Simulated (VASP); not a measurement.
# AlCo (Pm-3m) in VASP: further runs

The runs below take AlCo through single point, relaxation of cell and atoms, with r2SCAN, RPBE.

Program: VASP 6.6.1. These are calculated values, not measurements. Logs are shortened: lines on timing, memory, paths and dates and some standing lists are left out, and cuts for length are marked.

### 1 The cell of the first run

Symmetry: Pm-3m, No. 221, cubic system. Conventional cell: a = 2.825 Å, b = 2.825 Å, c = 2.825 Å, α = 90.00°, β = 90.00°, γ = 90.00°. Within 3.2 Å of Al (site symmetry m-3m) lie 8 Co at 2.45 Å and 6 Al at 2.82 Å. Co (site symmetry m-3m) has 8 Al at 2.45 Å and 6 Co at 2.82 Å within 3.2 Å.

### 2 Single point, r2SCAN, collinear spin, ferromagnetic start

POSCAR

```
AlCo
1.0
    2.8248244392      0.0000000000      0.0000000000
    0.0000000000      2.8248244392      0.0000000000
    0.0000000000      0.0000000000      2.8248244392
Al Co
1 1
Direct
    0.0000000000      0.0000000000      0.0000000000
    0.5000000000      0.5000000000      0.5000000000
```

INCAR.step1

```
SYSTEM = AlCo
PREC     = Accurate       ! precision mode
ENCUT    = 660            ! plane-wave cutoff, eV
ISMEAR   = -1             ! smearing method
SIGMA    = 0.1            ! smearing width, eV
LREAL    = .False.        ! projectors in reciprocal space
LASPH    = .True.         ! aspherical terms in the spheres
NELM     = 200            ! most SCF steps
ISPIN    = 2              ! spin polarisation
MAGMOM   = 0 2.5          ! initial moments
LMAXMIX  = 4              ! l up to which the mixer works
NBANDS   = 17             ! bands
GGA      = PE             ! functional
ALGO     = Normal         ! electronic algorithm
EDIFF    = 1E-5           ! SCF threshold, eV
LWAVE    = .True.         ! write WAVECAR
LCHARG   = .False.        ! write CHGCAR
GGA_COMPAT= .False.
```

INCAR.step2

```
SYSTEM = AlCo
PREC     = Accurate       ! precision mode
ENCUT    = 660            ! plane-wave cutoff, eV
EDIFF    = 1E-6           ! SCF threshold, eV
ISMEAR   = -1             ! smearing method
SIGMA    = 0.1            ! smearing width, eV
LREAL    = .False.        ! projectors in reciprocal space
LASPH    = .True.         ! aspherical terms in the spheres
NELM     = 200            ! most SCF steps
ALGO     = Normal         ! electronic algorithm
ISIF     = 2              ! what is computed and relaxed
LWAVE    = .False.        ! write WAVECAR
LCHARG   = .True.         ! write CHGCAR
ISPIN    = 2              ! spin polarisation
MAGMOM   = 0 2.5          ! initial moments
LORBIT   = 11             ! projections on sites
LMAXMIX  = 4              ! l up to which the mixer works
METAGGA  = R2SCAN         ! meta-GGA
LMIXTAU  = .True.       
LELF     = .True.         ! ELF
LVHAR    = .True.       
NBANDS   = 17             ! bands
ISTART   = 1            
GGA_COMPAT= .False.
```

KPOINTS

```
regular mesh
0
Gamma
  14 14 14
  0 0 0
```

Potentials or basis: VASP PAW PBE potentials, release 64 (Al, Co).

Run with:

```bash
$ cat potpaw_PBE.64/Al/POTCAR potpaw_PBE.64/Co/POTCAR > POTCAR
$ cp INCAR.step1 INCAR
$ mpirun -np 1 vasp_std > vasp.out
$ cp INCAR.step2 INCAR
$ mpirun -np 1 vasp_std > vasp.out
```

OUTCAR:

```text
SYSTEM = AlCo
   PREC = Accurate
   ENCUT = 660
   EDIFF = 1E-6
   ISMEAR = -1
   LREAL = .False.
   LASPH = .True.
   NELM = 200
   ISIF = 2
   ISPIN = 2
   LORBIT = 11
   METAGGA = R2SCAN
   ISTART = 1

 ion  position               nearest neighbor table
   1  0.000  0.000  0.000-   2 2.45   2 2.45   2 2.45   2 2.45   2 2.45   2 2.45   2 2.45   2 2.45

   2  0.500  0.500  0.500-   1 2.45   1 2.45   1 2.45   1 2.45   1 2.45   1 2.45   1 2.45   1 2.45

  LATTYP: Found a simple cubic cell.
 ALAT       =     2.8248244392

  Lattice vectors:

 A1 = (   2.8248244392,   0.0000000000,   0.0000000000)
 A2 = (   0.0000000000,   2.8248244392,   0.0000000000)
 A3 = (   0.0000000000,   0.0000000000,   2.8248244392)

Analysis of symmetry for initial positions (statically):
=====================================================================
 Subroutine PRICEL returns:
 Original cell was already a primitive cell.

 Routine SETGRP: Setting up the symmetry group for a
 simple cubic supercell.

 Subroutine GETGRP returns: Found 48 space group operations
 (whereof 48 operations were pure point group operations)
 out of a pool of 48 trial point group operations.

The static configuration has the point symmetry O_h .

Analysis of symmetry for dynamics (positions and initial velocities):
=====================================================================
 Subroutine PRICEL returns:
 Original cell was already a primitive cell.

 Routine SETGRP: Setting up the symmetry group for a
 simple cubic supercell.

 Subroutine GETGRP returns: Found 48 space group operations
 (whereof 48 operations were pure point group operations)
 out of a pool of 48 trial point group operations.

The dynamic configuration has the point symmetry O_h .

Analysis of structural, dynamic, and magnetic symmetry:
=====================================================================
 Subroutine PRICEL returns:
 Original cell was already a primitive cell.

 Routine SETGRP: Setting up the symmetry group for a
 simple cubic supercell.

 Subroutine GETGRP returns: Found 48 space group operations
 (whereof 48 operations were pure point group operations)
 out of a pool of 48 trial point group operations.

The overall configuration has the point symmetry O_h .

 Subroutine INISYM returns: Found 48 space group operations
 (whereof 48 operations are pure point group operations),
 and found     1 'primitive' translations

----------------------------------------------------------------------------------------

                                     Primitive cell

  volume of cell :      22.5411

  direct lattice vectors                    reciprocal lattice vectors
     2.824824439  0.000000000  0.000000000     0.354004301  0.000000000  0.000000000
     0.000000000  2.824824439  0.000000000     0.000000000  0.354004301  0.000000000
     0.000000000  0.000000000  2.824824439     0.000000000  0.000000000  0.354004301

  length of vectors
     2.824824439  2.824824439  2.824824439     0.354004301  0.354004301  0.354004301

  position of ions in fractional coordinates (direct lattice)
     0.000000000  0.000000000  0.000000000
     0.500000000  0.500000000  0.500000000

  ion indices of the primitive-cell ions
   primitive index   ion index
                 1           1
                 2           2

----------------------------------------------------------------------------------------

 KPOINTS: regular mesh

Automatic generation of k-mesh.
 Grid dimensions read from file:
 generate k-points for:   14   14   14

 Generating k-lattice:

  Cartesian coordinates                     Fractional coordinates (reciprocal lattice)
     0.025286021  0.000000000  0.000000000     0.071428571  0.000000000  0.000000000
     0.000000000  0.025286021  0.000000000     0.000000000  0.071428571  0.000000000
     0.000000000  0.000000000  0.025286021     0.000000000  0.000000000  0.071428571

  Length of vectors
     0.025286021  0.025286021  0.025286021

  Shift w.r.t. Gamma in fractional coordinates (k-lattice)
     0.000000000  0.000000000  0.000000000

 Subroutine IBZKPT returns following result:
 ===========================================

 Found    120 irreducible k-points:

 Following reciprocal coordinates:
            Coordinates               Weight
  0.000000  0.000000  0.000000      1.000000
  0.071429  0.000000  0.000000      6.000000
  0.142857  0.000000  0.000000      6.000000
  0.214286  0.000000  0.000000      6.000000
  0.285714  0.000000  0.000000      6.000000
  0.357143  0.000000  0.000000      6.000000
[... 16 lines left out ...]
  0.285714  0.214286  0.000000     24.000000
  0.357143  0.214286  0.000000     24.000000
 [... further k-points ...]
   k-points           NKPTS =    120   k-points in BZ     NKDIM =    120   number of bands    NBANDS=     17
   number of dos      NEDOS =    301   number of ions     NIONS =      2
   total plane-waves  NPLWV =  13824
   dimension x,y,z NGX =    24 NGY =   24 NGZ =   24
   dimension x,y,z NGXF=    48 NGYF=   48 NGZF=   48
   ions per type =               1   1
   NGX,Y,Z   is equivalent  to a cutoff of  14.12, 14.12, 14.12 a.u.
   NGXF,Y,Z  is equivalent  to a cutoff of  28.25, 28.25, 28.25 a.u.
 SYSTEM =  AlCo
   PREC   = accura    normal or accurate (medium, high low for compatibility)
   ISTART =      1    job   : 0-new  1-cont  2-samecut
   ICHARG =      0    charge: 1-file 2-atom 10-const
   ISPIN  =      2    spin polarized calculation?
   LNONCOLLINEAR =      F non collinear calculations
   LSORBIT =      F    spin-orbit coupling
   LASPH  =      T    aspherical Exc in radial PAW
   ENCUT  =  660.0 eV  48.51 Ry    6.96 a.u.   5.92  5.92  5.92*2*pi/ulx,y,z
   NELM   =    200;   NELMIN=  2; NELMDL=  0     # of ELM steps
   EDIFF  = 0.1E-05   stopping-criterion for ELM
   LREAL  =      F    real-space projection
   EDIFFG = 0.1E-04   stopping-criterion for IOM
   NSW    =      0    number of steps for IOM
   IBRION =     -1    ionic relax: 0-MD 1-quasi-New 2-CG
   NFREE  =      0    steps in history (QN), initial steepest desc. (CG)
   ISIF   =      2    stress and relaxation
   ISYM   =      2    0-nonsym 1-usesym 2-fastsym
   POTIM  = 0.5000    time-step for ionic-motion
   TEBEG  =    0.0;   TEEND  =   0.0 temperature during run
   PSTRESS=    0.0 pullay stress
   NELECT =      12.0000    total number of electrons
   NUPDOWN=      -1.0000    fix difference up-down
   EMIN   =  10.00;   EMAX   =-10.00  energy-range for DOS
   EFERMI =   0.00;   METHOD = LEGACY
   ISMEAR =    -1;   SIGMA  =   0.10  broadening in eV -4-tet -1-fermi 0-gaus
   EFERMI_NEDOS =   21; number of points for ismear=-14 and -15
   IALGO  =     38    algorithm
   IMIX   =      4    mixing-type and parameters
     AMIX     =   0.40;   BMIX     =  1.00
     AMIX_MAG =   1.60;   BMIX_MAG =  1.00
  volume/ion in A,a.u.               =      11.27        76.06
  Fermi-wavevector in a.u.,A,eV,Ry     =   1.326815  2.507317 23.952222  1.760439
  Thomas-Fermi vector in A             =   2.456174
   LORBIT       =     11    0 simple, 1 ext, 2 COOP (PROOUT), +10 PAW based schemes
   METAGGA = R2SCAN    functional components
   LHFCALC =     F    Hartree Fock is set to
   AEXX    =    0.0000 exact exchange contribution
   IVDW    =     0    specifies the selected vdW correction
   LEPSILON=     F    determine dielectric tensor
   LRPA    =     F    only Hartree local field effects (RPA)
 spin polarized calculation
  energy-cutoff  :      660.00
  volume of cell :       22.54
 maximum number of plane-waves:       912
 NGX is ok and might be reduce to    24
   NGX = 11   NGY = 11   NGZ = 11

 number of electron      11.9999996 magnetization       0.0007439

 Free energy of the ion-electron system (eV)
  ---------------------------------------------------
  ext. energy  EPLUGINS =         0.00000000
  ---------------------------------------------------
  free energy    TOTEN  =       -21.09153184 eV

  energy without entropy =      -21.06712051  energy(sigma->0) =      -21.07932617

 E-fermi :  10.8392     XC(G=0): -13.3973

 val. band max:       10.8338527168   @ k =   0.5000   0.4286   0.1429
 cond. band min:      10.8463289915   @ k =   0.4286   0.4286   0.0000
 fundamental gap:      0.0124762747
 Fermi energy:        10.8391565108

 spin component 1

 k-point     1 :       0.0000    0.0000    0.0000
  band No.  band energies     occupation
      1      -1.0440      1.00000
      2       7.6766      1.00000
      3       7.6766      1.00000
      4       9.7531      0.99998
      5       9.7531      0.99998
      6       9.7531      0.99998
[... 9 lines left out ...]
     16      35.9459      0.00000
     17      35.9459      0.00000
[... 441 lines left out ...]
 k-point    24 :       0.3571    0.2143    0.0000
  band No.  band energies     occupation
      1       2.2767      1.00000
      2       6.4393      1.00000
      3       8.1184      1.00000
      4       8.7908      1.00000
      5       9.0570      1.00000
      6       9.4958      1.00000
[... 9 lines left out ...]
     16      33.7387      0.00000
     17      35.9487      0.00000

 [... further k-points ...]

 spin component 2

 k-point     1 :       0.0000    0.0000    0.0000
  band No.  band energies     occupation
      1      -1.0444      1.00000
      2       7.6785      1.00000
      3       7.6785      1.00000
      4       9.7537      0.99998
      5       9.7537      0.99998
      6       9.7537      0.99998
[... 9 lines left out ...]
     16      35.9458      0.00000
     17      35.9458      0.00000
[... 441 lines left out ...]
 k-point    24 :       0.3571    0.2143    0.0000
  band No.  band energies     occupation
      1       2.2763      1.00000
      2       6.4396      1.00000
      3       8.1197      1.00000
      4       8.7920      1.00000
      5       9.0574      1.00000
      6       9.4963      1.00000
[... 9 lines left out ...]
     16      33.7387      0.00000
     17      35.9488      0.00000

 [... further k-points ...]

------------------------ aborting loop because EDIFF is reached ----------------------------------------

  FORCE on cell =-STRESS in cart. coord.  units (eV):
  Direction    XX          YY          ZZ          XY          YZ          ZX
  --------------------------------------------------------------------------------------
  -------------------------------------------------------------------------------------
  Total       -0.0779921     -0.0779921     -0.0779921     -0.0000000     -0.0000000     -0.0000000
  in kB       -5.5435378     -5.5435378     -5.5435378     -0.0000000     -0.0000000     -0.0000000
  external PRESSURE =      -5.5435378 kB  Pullay stress =       0.0000000 kB

 VOLUME and BASIS-vectors are now :
 -----------------------------------------------------------------------------
  energy-cutoff  :      660.00
  volume of cell :       22.54
      direct lattice vectors                 reciprocal lattice vectors
     2.824824439  0.000000000  0.000000000     0.354004301  0.000000000  0.000000000
     0.000000000  2.824824439  0.000000000     0.000000000  0.354004301  0.000000000
     0.000000000  0.000000000  2.824824439     0.000000000  0.000000000  0.354004301

 POSITION                                       TOTAL-FORCE (eV/Angst)
 -----------------------------------------------------------------------------------
      0.00000      0.00000      0.00000         0.000000      0.000000      0.000000
      1.41241      1.41241      1.41241         0.000000      0.000000      0.000000
 -----------------------------------------------------------------------------------
    total drift:                                0.000000     -0.000000     -0.000000

  FREE ENERGIE OF THE ION-ELECTRON SYSTEM (eV)
  ---------------------------------------------------
  free  energy   TOTEN  =       -21.0915318358 eV

  energy  without entropy=      -21.0671205092  energy(sigma->0) =      -21.07932617

 total charge

# of ion       s       p       d       tot
------------------------------------------
    1        0.395   0.452   0.000   0.847
    2        0.465   0.570   7.509   8.544
--------------------------------------------------
tot          0.860   1.022   7.509   9.391

 magnetization (x)

# of ion       s       p       d       tot
------------------------------------------
    1       -0.000  -0.000   0.000  -0.000
    2       -0.000  -0.000   0.001   0.001
--------------------------------------------------
tot         -0.000  -0.000   0.001   0.001
```

Run time: 6.4 min. Hardware: 1 thread of Intel Xeon 8259CL, shared host; peak memory 0.24 GiB.

Results:

- Free energy: -21.0915 eV
- Pressure: -0.6 GPa
- Band gap on the k mesh: zero (filled and empty bands overlap)
- Net moment: 0.00 μB per cell
- Valence electrons inside the program's atomic spheres: Al 0.85; Co 8.54

Caveat: the PAW data sets were made with another functional, which shifts forces and pressure a little.

### 3 Relaxation of cell and atoms, RPBE, collinear spin, ferromagnetic start

This run uses another cell than the first one, of 11.21 Å³/atom.

INCAR

```
SYSTEM = AlCo
PREC = Accurate ; ENCUT = 600
EDIFF = 1E-7 ; ISMEAR = -1
SIGMA = 0.1 ; LREAL = .False.
LASPH = .True. ; NELM = 200
ALGO = Normal ; ISIF = 3
LWAVE = .False. ; LCHARG = .False.
ISPIN = 2 ; MAGMOM = 0 2.5
LORBIT = 11 ; LMAXMIX = 4
GGA = RP ; IBRION = 2
NSW = 60 ; EDIFFG = -0.01
GGA_COMPAT = .False. ; NELMIN = 4
```

KPOINTS is that of step 2.

POSCAR

```
AlCo
1.0
    2.8194032100      0.0000000000      0.0000000000
    0.0000000000      2.8194032100      0.0000000000
    0.0000000000      0.0000000000      2.8194032100
Al Co
1 1
Direct
    0.0000000000      0.0000000000      0.0000000000
    0.5000000000      0.5000000000      0.5000000000
```

Potentials or basis: VASP PAW PBE potentials, release 64 (Al, Co).

Run with:

```bash
$ cat potpaw_PBE.64/Al/POTCAR potpaw_PBE.64/Co/POTCAR > POTCAR
$ mpirun -np 1 vasp_std > vasp.out
```

It took 3.7 min on 1 thread of Intel Xeon 8259CL, shared host; peak memory 0.2 GiB.

The run converged. Its results:

| Item | Value |
| --- | --- |
| Free energy | -11.1852 eV |
| Relaxed volume | 11.87 Å³/atom |
| Relaxed cell | a = 2.874 Å, b = 2.874 Å, c = 2.874 Å, α = 90.00°, β = 90.00°, γ = 90.00° |
| Space group after relaxing (to 0.1 Å) | Pm-3m (No. 221) |
| Energy gained by relaxing | 21.0 meV/atom |
| Ionic steps | 3 |
| Pressure after relaxing | 0.0 GPa |
| Band gap on the k mesh | zero (filled and empty bands overlap) |
| Net moment | 0.00 μB per cell |
| Valence electrons inside the program's atomic spheres | Al 0.81; Co 8.40 |

Step by step:
| step | energy change (eV) | largest force (eV/Å) | pressure (GPa) | volume (Å³) |
| --- | --- | --- | --- | --- |
| 1 | 0.0000 | 0.0000 | 10.80 | 22.41 |
| 2 | -0.0116 | 0.0000 | -7.57 | 24.95 |
| 3 | -0.0420 | 0.0000 | -0.03 | 23.73 |

Final structure:
```
Al Co
1.0
     2.87368    0.00000    0.00000
     0.00000    2.87368    0.00000
     0.00000    0.00000    2.87368
Al Co
1 1
Direct
  0.00000 0.00000 0.00000
  0.50000 0.50000 0.50000
```

Levels at points of the mesh, in eV from the Fermi level:
Spin up:
```
           k point  band 3  band 4  band 5  band 6  band 7  band 8  band 9  band 10
(0.00, 0.00, 0.00)   -2.80   -0.77   -0.77   -0.77    5.92    5.92    5.92     8.63
(0.50, 0.00, 0.00)   -2.23   -1.62   -1.62   -0.67    0.22    8.36   10.52    10.52
(0.50, 0.50, 0.00)   -2.59   -2.59   -1.41   -1.41   -0.18    2.41    3.37    12.60
(0.50, 0.50, 0.50)   -3.78   -0.14   -0.14    2.42    2.42    2.42    4.03     5.22
```
Spin down:
| k point | band 2 | band 3 | band 4 | band 5 | band 6 | band 7 | band 8 | band 9 | band 10 | band 11 |
| --- | --- | --- | --- | --- | --- | --- | --- | --- | --- | --- |
| (0.00, 0.00, 0.00) | -2.80 | -2.80 | -0.77 | -0.77 | -0.77 | 5.92 | 5.92 | 5.92 | 8.63 | 8.63 |
| (0.50, 0.00, 0.00) | -6.45 | -2.23 | -1.62 | -1.62 | -0.67 | 0.22 | 8.36 | 10.52 | 10.52 | 11.46 |
| (0.50, 0.50, 0.00) | -2.91 | -2.59 | -2.59 | -1.41 | -1.41 | -0.18 | 2.41 | 3.37 | 12.60 | 15.66 |
| (0.50, 0.50, 0.50) | -3.78 | -3.78 | -0.14 | -0.14 | 2.42 | 2.42 | 2.42 | 4.03 | 5.22 | 5.22 |

Caveat: the PAW data sets were made with another functional, which shifts forces and pressure a little.
